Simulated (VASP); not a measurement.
Set up this calculation in VASP 6.6.1, as the native input.

- Task: single point
- Functional: PBE
- Potentials or basis: VASP PAW PBE potentials, release 64 (W_sv)
- Cutoff: 520 eV
- k mesh: 24 × 24 × 24
- Occupations: gaussian, width 0.1 eV
- Spin: no spin polarisation
- Dipole correction: no
- Further INCAR settings: ALGO = Fast; EDIFF = 1e-06; NBANDS = 13

The structure of W lies in POSCAR:

```
W
1.0
    0.0000000000      2.3240106421      2.3238215270
    1.6432221194      0.0000000000      2.3238215270
    1.6432221194      2.3240106421      0.0000000000
W
1
Direct
    0.0000000000      0.0000000000      0.0000000000
```

This cell differs from its parent crystal: volume scaled by 1.10, then relaxed in part.

The input as run:

INCAR

```
PREC = Accurate
ENCUT = 520
EDIFF = 1E-6
ISMEAR = 0
SIGMA = 0.1
LREAL = F
LASPH = T
NELM = 60
ALGO = Fast
ISIF = 2
LWAVE = F
LCHARG = F
GGA = PE
NBANDS = 13
```

KPOINTS

```
regular mesh
0
Gamma
  24 24 24
```

Potentials or basis: VASP PAW PBE potentials, release 64 (W_sv).

Run with:

```console
$ cat potpaw_PBE.64/W_sv/POTCAR > POTCAR
$ mpirun -np 1 vasp_std > vasp.out
```

Results of the run:

```yaml
Pressure: -23.4 GPa
Band_gap_on_the_k_mesh: zero (band 7 reaches 14.26 eV, above the bottom of band 8 at 8.82 eV)
```

Caveat: spin-orbit coupling is left out, which moves the levels of the heavy elements.

Wall time 2.4 min on 1 thread of Intel(R) Xeon(R) 6975P-C (Granite Rapids), with other jobs on the host, peak memory 0.5 GiB.
